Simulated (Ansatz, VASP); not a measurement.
Two plane-wave programs on CoO

```
Co O
1.0
     1.50547    0.86918    2.43993
    -1.50547    0.86918    2.43993
     0.00000   -1.73837    2.43993
Co O
1 1
Cartesian
  0.0000 0.0000 0.0000
  0.0000 0.0000 3.6599
```

Alike in both runs: task single point; functional PBEsol; k mesh 6 × 6 × 6; occupations gaussian, width 0.1 eV; collinear spin.

|  | VASP | Ansatz |
| --- | --- | --- |
| version | VASP 6.6.1 | Ansatz 0.2.0 |
| potentials or method | VASP PAW PBE potentials, release 64 (Co, O), cutoff 520 eV | scalar-relativistic, plane waves, PAW |
| valence electrons in the cell | 15 | 23 |

```tsv
	VASP	Ansatz	Ansatz less VASP
gap on the k mesh at the Fermi level (eV)	none	none	-
pressure (GPa)	-11.5	-10.7	+0.73
traceless stress, the component that is largest in VASP (GPa)	-0.27	-0.31	-0.039
net moment per atom (μB)	1.38	1.41	+0.025
size of the moment on the site where the two differ most (μB)	2.45	2.40	-0.045
```

VASP's potentials were made for PBE, not for PBEsol. Site moments also hang on the region over which each program counts them. A gap of «none» marks a metal or a gap that the smearing closes. The functional is the same, so the differences come from potentials, cutoffs and numerics. VASP's potentials hold 15 valence electrons a cell and Ansatz's 23, so a difference there can come from the potentials and not from the codes.

The k mesh is coarse, so the values compare programs but aren't converged.
